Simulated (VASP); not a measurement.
# BN: single point with r2SCAN

Crystal: BN.

```xyz
4
Lattice="2.5440 0.0000 0.0000 -1.2720 2.2031 0.0000 0.0000 0.0000 4.2077" Properties=species:S:1:pos:R:3 pbc="T T T"
B     1.2471    0.7650    4.2376
B    -0.0249    1.4994    2.1337
N     1.2969    0.7038    2.6000
N     0.0249    1.4381    0.4961
```

This cell differs from its parent crystal: all B atoms moved 0.1 Å in one direction.

```
Program                : VASP 6.6.1
Task                   : single point
Functional             : r2SCAN
Potentials or basis    : VASP PAW PBE potentials, release 64 (B, N)
Cutoff                 : 520 eV
k mesh                 : 12 × 12 × 6
Occupations            : gaussian, width 0.05 eV
Spin                   : no spin polarisation
Dipole correction      : no
Further INCAR settings : ALGO = Normal; EDIFF = 1e-06; NBANDS = 16
```

| Item | Value |
| --- | --- |
| Pressure | 4.9 GPa |
| Largest force | 2.747 eV/Å |
| Band gap on the k mesh | 5.83 eV, indirect (least direct gap 8.28 eV) |

Forces in eV/Å, atoms in the order of the input:
```
B    1.648 -1.676 -1.407
B    1.160 -1.777 -1.393
N   -1.144  1.781  1.393
N   -1.665  1.673  1.407
```

Stress tensor (GPa, compression positive):
```
 4.63 -1.25 -1.78
-1.25  5.12  2.19
-1.78  2.19  4.86
```

Levels at points of the mesh, in eV from the valence-band top:
```csv
k point,band 6,band 7,band 8,band 9,band 10,band 11
"(0.00, 0.00, 0.00)",-0.81,-0.64,0.00,8.28,8.51,8.55
"(0.50, 0.00, 0.00)",-5.76,-4.68,-2.97,6.54,7.96,11.21
"(0.00, 0.50, 0.00)",-5.87,-4.62,-3.05,6.66,8.13,11.38
"(0.50, 0.50, 0.00)",-5.92,-4.59,-3.09,6.72,8.21,11.55
"(0.00, 0.00, 0.50)",-2.60,-1.27,-1.25,8.94,9.07,9.65
"(0.50, 0.00, 0.50)",-4.79,-3.66,-3.65,6.46,6.53,9.63
"(0.00, 0.50, 0.50)",-4.52,-3.78,-3.74,6.36,6.73,9.49
"(0.50, 0.50, 0.50)",-4.42,-3.84,-3.80,6.34,6.79,9.48
```

Run time: 3.6 min on 1 thread of Intel(R) Xeon(R) 6975P-C (Granite Rapids), with other jobs on the host, peak memory 0.23 GiB.

Caveat: the cell differs from its parent crystal (all B atoms moved 0.1 Å in one direction); the PAW data sets were made with another functional, which shifts forces and pressure a little. A k mesh can miss the band edges.
